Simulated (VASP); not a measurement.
Write the native input for VASP 6.6.1 that does the following.

- Task: single point
- Functional: PBE
- Dispersion: D3(BJ)
- Potentials or basis: VASP PAW PBE potentials, release 64 (Se, W_sv)
- Cutoff: 520 eV
- k mesh: 12 × 12 × 1
- Occupations: gaussian, width 0.02 eV
- Spin: no spin polarisation
- Dipole correction: yes
- Further INCAR settings: ALGO = Normal; EDIFF = 1e-07; NBANDS = 20

The structure of WSe2 lies in POSCAR:

```
WSe2
1.0
    3.1541000303      0.0000000000      0.0000000000
   -1.5770500151      2.7315307523      0.0000000000
    0.0000000000      0.0000000000     32.7374894635
Se W
2 1
Direct
    0.3333333333      0.6666666667      0.4469746890
    0.3333333333      0.6666666667      0.5530253110
    0.6666666667      0.3333333333      0.5000000000
```

This cell differs from its parent crystal: biaxial strain -0.040, then relaxed in part.

One way to write it, as run:

INCAR

```
SYSTEM = WSe2
ALGO = Normal ; DIPOL = 0.5 0.5 0.500
EDIFF = 1E-7 ; ENCUT = 520
GGA = PE ; IDIPOL = 3
ISIF = 2 ; ISMEAR = 0
IVDW = 12 ; LASPH = .True.
LCHARG = .True. ; LDIPOL = .True.
LELF = .True. ; LREAL = .False.
LVACPOTAV = .True. ; LVHAR = .True.
LWAVE = .False. ; NBANDS = 20
NELM = 60 ; PREC = Accurate
SIGMA = 0.02
```

KPOINTS

```
k-points
0
Gamma
  12 12 1
  0 0 0
```

Potentials or basis: VASP PAW PBE potentials, release 64 (Se, W_sv).

The run is started by

```bash
$ cat potpaw_PBE.64/Se/POTCAR potpaw_PBE.64/W_sv/POTCAR > POTCAR
$ mpirun -np 1 vasp_std > vasp.out
```

It gave:

```
Largest force                          : 0.056 eV/Å
Band gap on the k mesh                 : 1.42 eV, indirect (least direct gap 2.12 eV)
Dispersion energy per atom             : -0.363 eV
Ionisation potential of the upper face : 4.92 eV
```

Caveat: the cell differs from its parent crystal (biaxial strain -0.040, then relaxed in part); spin-orbit coupling is left out, which moves the levels of the heavy elements.

It took 2.5 min on 1 thread of Intel(R) Xeon(R) 6975P-C (Granite Rapids) (shared host), peak memory 0.44 GiB.
